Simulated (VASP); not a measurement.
Input of a VASP 6.6.1 run:

INCAR

```
SYSTEM = Zn
PREC = Accurate
ENCUT = 520
EDIFF = 1E-8
ISMEAR = 0
SIGMA = 0.1
LREAL = .False.
LASPH = .True.
NELM = 150
ALGO = Normal
ISIF = 2
LWAVE = .False.
LCHARG = .False.
ISPIN = 2
MAGMOM = 0.875 0.125
LORBIT = 11
NUPDOWN = 1.0
GGA = VW
NBANDS = 23
IBRION = 8
NSW = 1
```

KPOINTS

```
Automatic mesh
0
Gamma
  11 11 6
  0 0 0
```

Contents of POSCAR:

```
Zn
1.0
    2.6700000000      0.0000000000      0.0000000000
   -1.3350000000      2.3122878281      0.0000000000
    0.0000000000      0.0000000000      4.9660000000
Zn
2
Direct
    0.6666666667      0.3333333333      0.7500000000
    0.3333333333      0.6666666667      0.2500000000
```

Potentials or basis: VASP PAW PBE potentials, release 64 (Zn).

Run with:

```sh
$ cat potpaw_PBE.64/Zn/POTCAR > POTCAR
$ mpirun -np 1 vasp_std > vasp.out
```

(1) Predict the highest phonon frequency at Γ.

Results:

(1) 129 cm⁻¹.

Caveat: the cell stands under pressure or tension, which shifts response properties; the total moment is fixed, so each spin has its own Fermi level and the state may be an excited one.
